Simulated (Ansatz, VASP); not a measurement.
**CdTe in VASP and in Ansatz**

```
Te Cd
1.0
     0.00000    3.26786    3.26786
     3.26786    0.00000    3.26786
     3.26786    3.26786    0.00000
Te Cd
1 1
Direct
  0.75000 0.75000 0.75000
  0.00000 0.00000 0.00000
```

Alike in both runs: task single point; functional PBE; dispersion D3(BJ); k mesh 7 × 7 × 7; occupations fermi-dirac, width 0.05 eV; no spin polarisation.

|  | VASP | Ansatz |
| --- | --- | --- |
| version | VASP 6.6.1 | Ansatz 0.2.0 |
| potentials or method | VASP PAW PBE potentials, release 64 (Te, Cd) | Ansatz PAW |
| plane-wave cutoff (eV) | 520 | 420 |
| valence electrons in the cell | 18 | 36 |

Ansatz gave:

| Item | Value |
| --- | --- |
| gap on the k mesh at the Fermi level (eV) | 0.70 |
| least direct gap on the mesh (eV) | 0.70 |
| pressure (GPa) | -0.3 |

Which values does VASP return?

gap on the k mesh at the Fermi level (eV): 0.69; least direct gap on the mesh (eV): 0.69; pressure (GPa): -0.2.

VASP's potentials hold 18 valence electrons a cell and Ansatz's 36, so a difference there can come from the potentials and not from the codes.

Spin-orbit coupling is off throughout. Noted on Ansatz's run: odd divisions of the mesh miss points on the zone boundary, where band edges often lie, so the gap on the mesh can be too wide.
